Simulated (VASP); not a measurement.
# HC16 (a cell with a defect) in VASP: notebook

HC16 (a cell with a defect) is run at these levels: PBE+D3(BJ); tasks: single point.

All numbers are computed with VASP 6.6.1; they aren't measurements. Logs are shortened: lines on timing, memory, paths and dates and some standing lists are left out, and cuts for length are marked.

### 1 The cell of the first run

The cell holds a defect, 17 atoms: a = 5.049 Å, b = 5.049 Å, c = 5.049 Å, α = 60.00°, β = 60.00°, γ = 60.00°.

### 2 Single point, PBE+D3(BJ)

INCAR reads:

```
ALGO = Normal
EDIFF = 1E-6
ENCUT = 520
GGA = PE
ISIF = 2
ISMEAR = 0
IVDW = 12
LASPH = T
LCHARG = F
LREAL = Auto
LWAVE = F
NBANDS = 46
NELECT = 64.0
NELM = 60
PREC = Accurate
SIGMA = 0.02
```

KPOINTS reads:

```
k-points
0
Gamma
  3 3 3
```

POSCAR reads:

```
HC16
1.0
    0.0000000000      3.5700000000      3.5700000000
    3.5700000000      0.0000000000      3.5700000000
    3.5700000000      3.5700000000      0.0000000000
C H
16 1
Direct
   -0.0066921569      0.0049176471      0.0049784314
    0.1219913165      0.1292812325      0.1265851541
   -0.0036371148      0.0149581232      0.5009429972
    0.1212425770      0.1290957983      0.6316190476
   -0.0049726891      0.5032387955      0.0034791317
    0.1211387955      0.6293228291      0.1229701681
   -0.0114995798      0.4924161064      0.4888194678
    0.1319021008      0.6357656863      0.6376816527
    0.4951201681      0.0049523810      0.0005137255
    0.6195075630      0.1292268908      0.1258501401
    0.4938661064      0.0059843137      0.4993859944
    0.6183837535      0.1305717087      0.6269806723
    0.4951056022      0.5023635854     -0.0001644258
    0.6194117647      0.6311148459      0.1213470588
    0.4952112045      0.5031969188      0.4947602241
    0.6094373950      0.6279948179      0.6254334734
    0.9081112045      0.7165862745      0.5628700280
```

Potentials or basis: VASP PAW PBE potentials, release 64 (C, H).

Launch:

```bash
> cat potpaw_PBE.64/C/POTCAR potpaw_PBE.64/H/POTCAR > POTCAR
> mpirun -np 1 vasp_std > vasp.out
```

OUTCAR:

```text
EDIFF = 1E-6
   ENCUT = 520
   GGA = PE
   ISIF = 2
   ISMEAR = 0
   IVDW = 12
   LASPH = T
   LREAL = Auto
   NELECT = 64.0
   NELM = 60
   PREC = Accurate
 IVDW          = 12

 ion  position               nearest neighbor table
   1  0.993  0.005  0.005-   4 1.54  10 1.54   2 1.54   6 1.55
   2  0.122  0.129  0.127-   9 1.54   5 1.54   3 1.54   1 1.54
   3  0.996  0.015  0.501-   4 1.52   2 1.54  12 1.56   8 1.57
   4  0.121  0.129  0.632-   7 1.50   3 1.52  11 1.54   1 1.54
   5  0.995  0.503  0.003-   8 1.51   6 1.53   2 1.54  14 1.55
   6  0.121  0.629  0.123-   7 1.51   5 1.53  13 1.54   1 1.55
   7  0.989  0.492  0.489-  17 1.18   4 1.50   6 1.51  16 1.56   8 1.80
   8  0.132  0.636  0.638-  17 1.18  15 1.50   5 1.51   3 1.57   7 1.80
   9  0.495  0.005  0.001-   2 1.54  12 1.54  14 1.54  10 1.54
  10  0.620  0.129  0.126-  13 1.54  11 1.54   1 1.54   9 1.54
  11  0.494  0.006  0.499-   4 1.54  10 1.54  12 1.55  16 1.56
  12  0.618  0.131  0.627-  15 1.54   9 1.54  11 1.55   3 1.56
  13  0.495  0.502  1.000-  10 1.54   6 1.54  14 1.54  16 1.54
  14  0.619  0.631  0.121-  15 1.54   9 1.54  13 1.54   5 1.55
  15  0.495  0.503  0.495-   8 1.50  16 1.52  12 1.54  14 1.54
  16  0.609  0.628  0.625-  15 1.52  13 1.54  11 1.56   7 1.56
  17  0.908  0.717  0.563-   8 1.18   7 1.18

  LATTYP: Found a face centered cubic cell.
 ALAT       =     7.1400000000

  Lattice vectors:

 A1 = (   0.0000000000,   3.5700000000,   3.5700000000)
 A2 = (   3.5700000000,   0.0000000000,   3.5700000000)
 A3 = (   3.5700000000,   3.5700000000,   0.0000000000)

Analysis of symmetry for initial positions (statically):
=====================================================================
 Subroutine PRICEL returns:
 Original cell was already a primitive cell.

 Routine SETGRP: Setting up the symmetry group for a
 face centered cubic supercell.

 Subroutine GETGRP returns: Found  1 space group operations
 (whereof  1 operations were pure point group operations)
 out of a pool of 48 trial point group operations.

The static configuration has the point symmetry C_1 .

Analysis of symmetry for dynamics (positions and initial velocities):
=====================================================================
 Subroutine PRICEL returns:
 Original cell was already a primitive cell.

 Routine SETGRP: Setting up the symmetry group for a
 face centered cubic supercell.

 Subroutine GETGRP returns: Found  1 space group operations
 (whereof  1 operations were pure point group operations)
 out of a pool of 48 trial point group operations.

The dynamic configuration has the point symmetry C_1 .

[... 125 lines left out ...]
   POTIM  = 0.5000    time-step for ionic-motion
   TEBEG  =    0.0;   TEEND  =   0.0 temperature during run
   PSTRESS=    0.0 pullay stress
   NELECT =      64.0000    total number of electrons
   NUPDOWN=      -1.0000    fix difference up-down
   EMIN   =  10.00;   EMAX   =-10.00  energy-range for DOS
   EFERMI =   0.00;   METHOD = LEGACY
   ISMEAR =     0;   SIGMA  =   0.02  broadening in eV -4-tet -1-fermi 0-gaus
   EFERMI_NEDOS =   21; number of points for ismear=-14 and -15
   IALGO  =     38    algorithm
   IMIX   =      4    mixing-type and parameters
     AMIX     =   0.40;   BMIX     =  1.00
     AMIX_MAG =   1.60;   BMIX_MAG =  1.00
  volume/ion in A,a.u.               =       5.35        36.12
  Fermi-wavevector in a.u.,A,eV,Ry     =   1.455872  2.751200 28.838420  2.119564
  Thomas-Fermi vector in A             =   2.572856
   LORBIT       =      0    0 simple, 1 ext, 2 COOP (PROOUT), +10 PAW based schemes
   GGA     = PE    functional components
   LHFCALC =     F    Hartree Fock is set to
   AEXX    =    0.0000 exact exchange contribution
   IVDW    =    12    specifies the selected vdW correction
   LEPSILON=     F    determine dielectric tensor
   LRPA    =     F    only Hartree local field effects (RPA)
 non-spin polarized calculation
 Gauss-broadening in eV      SIGMA  =   0.02
  energy-cutoff  :      520.00
  volume of cell :       91.00
 maximum number of plane-waves:      2453
 NGX is ok and might be reduce to    40
   NGX = 19   NGY = 19   NGZ = 19

 number of electron      64.0000000 magnetization

 Free energy of the ion-electron system (eV)
  ---------------------------------------------------
  ext. energy  EPLUGINS =         0.00000000
  ---------------------------------------------------
  free energy    TOTEN  =      -155.22761206 eV

  energy without entropy =     -155.22761206  energy(sigma->0) =     -155.22761206

 E-fermi :  10.0450     XC(G=0): -13.2419

 val. band max:        9.8908404885   @ k =   0.0000   0.0000   0.0000
 cond. band min:      12.4762939436   @ k =   0.0000   0.0000   0.0000
 fundamental gap:      2.5854534551
 Fermi energy:        10.0450378591

 k-point     1 :       0.0000    0.0000    0.0000
  band No.  band energies     occupation
      1     -11.9905      2.00000
      2      -6.9433      2.00000
      3      -6.0153      2.00000
      4      -5.9366      2.00000
      5      -5.8836      2.00000
      6      -4.7858      2.00000
[... 647 lines left out ...]
     43      19.2670      0.00000
     44      19.4822      0.00000
 [bands above 44 left out]

------------------------ aborting loop because EDIFF is reached ----------------------------------------

 Edisp (eV)   -3.23253

 E8    (eV) :    -0.9204

  FORCE on cell =-STRESS in cart. coord.  units (eV):
  Direction    XX          YY          ZZ          XY          YZ          ZX
  --------------------------------------------------------------------------------------
  -------------------------------------------------------------------------------------
  Total      -9.09196    -9.08989    -8.84181     2.05880     2.59624     2.60082
  in kB    -160.07862  -160.04229  -155.67441    36.24842    45.71094    45.79159
  external pressure =     -158.60 kB  Pullay stress =        0.00 kB

 VOLUME and BASIS-vectors are now :
 -----------------------------------------------------------------------------
  energy-cutoff  :      520.00
  volume of cell :       91.00
      direct lattice vectors                 reciprocal lattice vectors
     0.000000000  3.570000000  3.570000000    -0.140056022  0.140056022  0.140056022
     3.570000000  0.000000000  3.570000000     0.140056022 -0.140056022  0.140056022
     3.570000000  3.570000000  0.000000000     0.140056022  0.140056022 -0.140056022

 POSITION                                       TOTAL-FORCE (eV/Angst)
 -----------------------------------------------------------------------------------
      0.03533      3.56388      3.56367         0.000866      0.003535     -0.003334
      0.91344      0.88742      0.89704        -0.006717      0.000932     -0.003136
      1.84177      5.34538      3.61042         0.004494     -0.003062      0.006204
      2.71575      2.68772      0.89371         0.001011     -0.001236      0.004896
      1.80898      3.56467      5.34881        -0.002382     -0.001687     -0.007859
      2.68569      0.87147      2.67915        -0.008433      0.002095      0.004273
[... 9 lines left out ...]
      4.47474      4.40849      4.41763         0.009945     -0.003652     -0.006561
      4.56766      5.25140      5.80017         0.030663     -0.025269      0.001808
 -----------------------------------------------------------------------------------
    total drift:                               -0.042452      0.040333     -0.001915

  FREE ENERGIE OF THE ION-ELECTRON SYSTEM (eV)
  ---------------------------------------------------
  free  energy   TOTEN  =      -158.4601385595 eV

  energy  without entropy=     -158.4601385595  energy(sigma->0) =     -158.46013856
```

OSZICAR:

```text
N       E                     dE             d eps       ncg     rms          rms(c)
DAV:   1     0.168295154145E+03    0.16830E+03   -0.34199E+04  1288   0.137E+03
DAV:   2    -0.146321411489E+03   -0.31462E+03   -0.29649E+03  1628   0.262E+02
DAV:   3    -0.159544034937E+03   -0.13223E+02   -0.13102E+02  1672   0.505E+01
DAV:   4    -0.159730748830E+03   -0.18671E+00   -0.18603E+00  1688   0.625E+00
DAV:   5    -0.159735049926E+03   -0.43011E-02   -0.42969E-02  1632   0.887E-01    0.158E+01
DAV:   6    -0.156444278277E+03    0.32908E+01   -0.22569E+00  1560   0.696E+00    0.939E+00
DAV:   7    -0.155218444943E+03    0.12258E+01   -0.31352E+00  1518   0.794E+00    0.218E+00
DAV:   8    -0.155225318983E+03   -0.68740E-02   -0.12667E-01  1664   0.187E+00    0.606E-01
DAV:   9    -0.155227589537E+03   -0.22706E-02   -0.13413E-02  1612   0.555E-01    0.109E-01
DAV:  10    -0.155227517852E+03    0.71685E-04   -0.63330E-04  1656   0.148E-01    0.611E-02
DAV:  11    -0.155227594497E+03   -0.76645E-04   -0.29612E-04  1674   0.932E-02    0.210E-02
DAV:  12    -0.155227606274E+03   -0.11777E-04   -0.33352E-05  1656   0.279E-02    0.101E-02
DAV:  13    -0.155227612097E+03   -0.58231E-05   -0.73293E-06  1536   0.148E-02    0.435E-03
DAV:  14    -0.155227612057E+03    0.40476E-07   -0.10961E-06   968   0.535E-03
   1 F= -.15846014E+03 E0= -.15846014E+03  d E =-.639333E-29
```

stdout:

```text
POSCAR found type information on POSCAR C H
 POSCAR found :  2 types and      17 ions
 scaLAPACK will be used
 LDA part: xc-table for (Slater+PW92), standard interpolation
 POSCAR, INCAR and KPOINTS ok, starting setup
 FFT: planning ... GRIDC
 FFT: planning ... GRID_SOFT
 FFT: planning ... GRID
 WAVECAR not read
 entering main loop
 the old and the new charge density differ
 old charge density:    65.00000 new   64.00000
    0.158E+01
```

It took 1.7 min on 1 thread of Intel Xeon Platinum 8488C (Sapphire Rapids), shared host; peak memory 0.25 GiB.

Results:

* Free energy: -158.4601 eV
* Largest force: 0.040 eV/Å
* Dispersion energy per atom: -0.190 eV

Forces in eV/Å, atoms in the order of the input:
```
C    0.001  0.004 -0.003
C   -0.007  0.001 -0.003
C    0.004 -0.003  0.006
C    0.001 -0.001  0.005
C   -0.002 -0.002 -0.008
C   -0.008  0.002  0.004
C   -0.022  0.002  0.000
C    0.001  0.015  0.009
C   -0.008  0.005  0.002
C   -0.002 -0.002 -0.006
C    0.001  0.001  0.000
C   -0.001 -0.003 -0.005
C   -0.006 -0.002  0.005
C    0.007  0.009  0.004
C   -0.001  0.002 -0.005
C    0.010 -0.004 -0.007
H    0.031 -0.025  0.002
```

Caveat: the k points lie up to 0.51 Å⁻¹ apart; the cell carries a net charge on a neutralising background, which shifts energy and pressure; the cell is charged against a uniform background, so pressure and absolute levels hang on convention.

[end of part 1 of 3]
